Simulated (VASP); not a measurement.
Runs of VASP 6.6.1 on Be3CdS2. The structure is that of space group P4/mmm (No. 123), or close to it. The cells are those of the table. 

```tsv
task	cell	k mesh	gap on the mesh (eV)	pressure (GPa)	relaxed volume (Å³/atom)
single point	a = 5.225, b = 5.225, c = 3.920 Å, 6 atoms	8 × 8 × 10	none	0.2	-
single point	a = 4.249, b = 4.249, c = 4.964 Å, 6 atoms	4 × 4 × 4	none	35.5	-
single point	a = 5.185, b = 5.185, c = 3.930 Å, 6 atoms	4 × 4 × 4	none	0.2	-
relaxation of cell and atoms	relaxed from a = 4.249, b = 4.249, c = 4.964 Å, 6 atoms	4 × 4 × 4	none	-0.1	17.79
relaxation of cell and atoms	relaxed from a = 5.185, b = 5.185, c = 3.930 Å, 6 atoms	8 × 8 × 10	none	0.0	(a)
```

Alike in all rows: level PBE; potentials or basis VASP PAW PBE potentials, release 64 (Be, Cd, S); no spin polarisation; cutoff (eV) 600; smearing gaussian 0.1 eV.

Q: Estimate the missing entries.

A: (a) 17.95.

Caveats: some runs use coarse meshes; the volume moved by over 15 % at a fixed basis, so the end points are rough (some runs).

A k mesh can miss the band edges, and the runs leave out spin-orbit coupling on Cd.

A gap of «none» marks levels without a gap at the run's occupations.
